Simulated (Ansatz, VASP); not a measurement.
## Two plane-wave programs on Mg

INCAR

```
PREC     = Accurate       # precision mode
ENCUT    = 520            # plane-wave cutoff, eV
EDIFF    = 1E-6           # SCF threshold, eV
ISMEAR   = 0              # smearing method
SIGMA    = 0.01           # smearing width, eV
LREAL    = False          # projectors in reciprocal space
LASPH    = True           # aspherical terms in the spheres
NELM     = 80             # most SCF steps
ALGO     = Normal         # electronic algorithm
ISIF     = 2              # what is computed and relaxed
LWAVE    = False          # write WAVECAR
LCHARG   = True           # write CHGCAR
GGA      = PE             # functional
LELF     = True           # ELF
LVHAR    = True         
NBANDS   = 9              # bands
```

File KPOINTS:

```
Automatic mesh
0
Gamma
  11 11 6
```

Contents of POSCAR:

```
Mg
1.0
    3.1953117277      0.0000000000      0.0000000000
   -1.5976558638      2.7672211292      0.0000000000
    0.0000000000      0.0000000000      5.1879445283
Mg
2
Direct
    0.3333333333      0.6666666667      0.2500000000
    0.6666666667      0.3333333333      0.7500000000
```

Input for Ansatz:

```yaml
crystal:
  lattice:
    - [3.1953117277, 0.0, 0.0]
    - [-1.5976558638, 2.7672211292, 0.0]
    - [0.0, 0.0, 5.1879445283]
  atoms:
    - { symbol: Mg, position: [0.3333333333, 0.6666666667, 0.25] }
    - { symbol: Mg, position: [0.6666666667, 0.3333333333, 0.75] }
hamiltonian:
  xc: pbe
  pseudopotentials:
    kind: paw
    azcp:
      Mg: "pseudopotentials/Mg.paw.azcp"
basis:
  ecutwfc: 420
  fft_grid_basis: typed
kpoints:
  mp_grid: { grid: [11, 11, 6], shift: [0, 0, 0] }
magnetization:
  spin_polarized: false
scf:
  occupations: { method: gaussian, width: 0.01 }
  lower_state_search: "off"
output:
  stress: true
```

Alike in both runs: task single point; functional PBE; k mesh 11 × 11 × 6; occupations gaussian, width 0.01 eV; no spin polarisation.

```csv
,VASP,Ansatz
version,VASP 6.6.1,Ansatz 0.2.0
potentials or method,"VASP PAW PBE potentials, release 64 (Mg), cutoff 520 eV","plane waves (420 eV) with PAW, scalar-relativistic"
valence electrons in the cell,4,20
```

```tsv
	VASP	Ansatz	Ansatz less VASP
pressure (GPa)	-0.2	0.0	+0.13
```

VASP's potentials hold 4 valence electrons a cell and Ansatz's 20, so a difference there can come from the potentials and not from the codes.
